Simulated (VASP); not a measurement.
Write the native input for VASP 6.6.1 that does the following.

```yaml
Task: relaxation of cell and atoms
Functional: PBE
Potentials_or_basis: VASP PAW PBE potentials, release 64 (In_d, Pd)
Cutoff: 600 eV
k_mesh: 8 × 8 × 8
Occupations: fermi-dirac, width 0.05 eV
Spin: no spin polarisation
Target_pressure: 20 GPa
Dipole_correction: no
Further_INCAR_settings: ALGO = Fast; EDIFF = 1e-06; IBRION = 2; EDIFFG = -0.01; NSW = 60; ISIF = 3
```

The structure of InPd lies in POSCAR:

```
InPd
1.0
    3.2718847800      0.0000000000      0.0000000000
    0.0000000000      3.2718847800      0.0000000000
    0.0000000000      0.0000000000      3.2718847800
In Pd
1 1
Direct
    0.0000000000      0.0000000000      0.0000000000
    0.5000000000      0.5000000000      0.5000000000
```

These files were run (other wordings do the same):

INCAR

```
SYSTEM = InPd
ALGO = Fast
EDIFF = 1E-6
EDIFFG = -0.01
ENCUT = 600
GGA = PE
IBRION = 2
ISIF = 3
ISMEAR = -1
LASPH = .True.
LCHARG = .False.
LREAL = .False.
LWAVE = .False.
NELM = 100
NSW = 60
PREC = Accurate
PSTRESS = 200.0
SIGMA = 0.05
```

KPOINTS

```
k-points
0
Gamma
  8 8 8
  0 0 0
```

Potentials or basis: VASP PAW PBE potentials, release 64 (In_d, Pd).

Run with:

```console
$ cat potpaw_PBE.64/In_d/POTCAR potpaw_PBE.64/Pd/POTCAR > POTCAR
$ mpirun -np 1 vasp_std > vasp.out
```

It gave:

```yaml
Relaxed_volume: 15.94 Å³/atom
Relaxed_cell: a = 3.171 Å, b = 3.171 Å, c = 3.171 Å, α = 90.00°, β = 90.00°, γ = 90.00°
Space_group_after_relaxing_to_0.05_Å: Pm-3m (No. 221)
Energy_change_on_relaxing_the_enthalpy_is_what_falls: +108.5 meV/atom
Ionic_steps: 5
Pressure_after_relaxing: 20.0 GPa
```

Caveat: the cell is relaxed towards a set pressure, so the enthalpy falls and the energy may rise.

Wall time 69 s on 1 thread of Intel(R) Xeon(R) 6975P-C (Granite Rapids), with other jobs on the host, peak memory 0.17 GiB.
